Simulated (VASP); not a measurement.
**BRu4: single point with PBE**

The system is BRu4.

```
CELL_PARAMETERS angstrom
2.77327 0.00000 0.00000
-1.38663 2.40172 0.00000
0.00000 0.00000 18.58561
ATOMIC_POSITIONS crystal
B 0.66667 0.33333 0.25000
B 0.33333 0.66667 0.75000
Ru 0.33333 0.66667 0.17266
Ru 0.33333 0.66667 0.32734
Ru 0.66667 0.33333 0.05747
Ru 0.33333 0.66667 0.94253
Ru 0.66667 0.33333 0.82734
Ru 0.66667 0.33333 0.67266
Ru 0.33333 0.66667 0.55747
Ru 0.66667 0.33333 0.44253
```

```json
{"Program": "VASP 6.6.1", "Task": "single point", "Functional": "PBE", "Potentials or basis": "VASP PAW PBE potentials, release 64 (B, Ru_pv)", "Cutoff": "500 eV", "k mesh": "12 × 12 × 2", "Occupations": "gaussian, width 0.1 eV", "Spin": "no spin polarisation", "Dipole correction": "no", "Further INCAR settings": "ALGO = Normal; EDIFF = 1e-06; NBANDS = 70"}
```

| Property | Result |
| --- | --- |
| Pressure | 0.0 GPa |
| Largest force | 0.018 eV/Å |
| Band gap on the k mesh | zero (bands 59 and 60 overlap by 2.49 eV) |

Forces on the atoms (eV/Å):
```
B    0.000  0.000  0.000
B    0.000  0.000  0.000
Ru   0.000  0.000 -0.018
Ru   0.000  0.000  0.018
Ru   0.000  0.000  0.000
Ru   0.000  0.000  0.000
Ru   0.000  0.000  0.018
Ru   0.000  0.000 -0.018
Ru   0.000  0.000  0.000
Ru   0.000  0.000  0.000
```

Levels at points of the mesh, in eV from the Fermi level:
```
           k point  band 56  band 57  band 58  band 59  band 60  band 61
(0.00, 0.00, 0.00)    -1.80    -1.17    -1.17    -1.14    -1.14    -0.74
(0.50, 0.00, 0.00)     0.67     0.81     0.92     1.00     1.07     1.22
(0.00, 0.00, 0.50)    -1.59    -1.59    -1.59    -0.63    -0.63    -0.63
(0.50, 0.00, 0.50)     0.47     0.66     0.66     1.05     1.05     1.27
```

Run time: 7.6 min on 1 thread of Oxide Virtual Turin-like Processor, with other jobs on the host, peak memory 0.33 GiB.
